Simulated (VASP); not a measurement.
Here is a VASP 6.6.1 calculation.

Contents of INCAR:

```
SYSTEM = AlN
  ALGO = Normal
  EDIFF = 1E-6
  ENCUT = 600
  GGA = PE
  GGA_COMPAT = .FALSE.
  ISIF = 2
  ISMEAR = 0
  LASPH = .TRUE.
  LCHARG = .FALSE.
  LREAL = .FALSE.
  LWAVE = .FALSE.
  NBANDS = 11
  NELM = 120
  PREC = Accurate
  SIGMA = 0.01
```

File KPOINTS:

```
k-points
0
G
  7 7 7
  0 0 0
```

The input POSCAR:

```
AlN
1.0
    0.0000000000      2.0139111608      2.0139111608
    2.0139111608      0.0000000000      2.0139111608
    2.0139111608      2.0139111608      0.0000000000
Al N
1 1
Direct
    0.0000000000      0.0000000000      0.0000000000
    0.5000000000      0.5000000000      0.5000000000
```

Potentials or basis: VASP PAW PBE potentials, release 64 (Al, N).

Run with:

```sh
$ cat potpaw_PBE.64/Al/POTCAR potpaw_PBE.64/N/POTCAR > POTCAR
$ mpirun -np 1 vasp_std > vasp.out
```

Question: Predict the pressure.

Answer: 8.0 GPa.

Question: Estimate the band gap on the k mesh.

Answer: 5.04 eV, indirect (least direct gap 5.85 eV).

A k mesh can miss the band edges.
